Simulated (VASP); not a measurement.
A run of VASP 6.6.1:

File INCAR:

```
PREC = Accurate
ENCUT = 520
EDIFF = 1E-6
ISMEAR = 0
SIGMA = 0.1
LREAL = False
LASPH = True
NELM = 60
ALGO = Fast
ISIF = 2
LWAVE = False
LCHARG = False
GGA = PS
NBANDS = 18
```

KPOINTS

```
Automatic mesh
0
Gamma
  18 18 10
```

File POSCAR:

```
Y
1.0
    3.7054421195      0.0000000000      0.0000000000
   -1.8527210598      3.2090070077      0.0000000000
    0.0000000000      0.0000000000      5.5008183353
Y
2
Direct
    0.3333333333      0.6666666667      0.2500000000
    0.6666666667      0.3333333333      0.7500000000
```

Potentials or basis: VASP PAW PBE potentials, release 64 (Y_sv).

Run with:

```console
$ cat potpaw_PBE.64/Y_sv/POTCAR > POTCAR
$ mpirun -np 1 vasp_std > vasp.out
```

Hardware: 1 thread of Oxide Virtual Turin-like Processor, on a shared host.

**Question.** How long does it take, and how much memory?

**Answer.** Wall time 5.5 min on 1 thread of Oxide Virtual Turin-like Processor, with other jobs on the host, peak memory 0.33 GiB. Counts: scf iterations 18, k points 222.
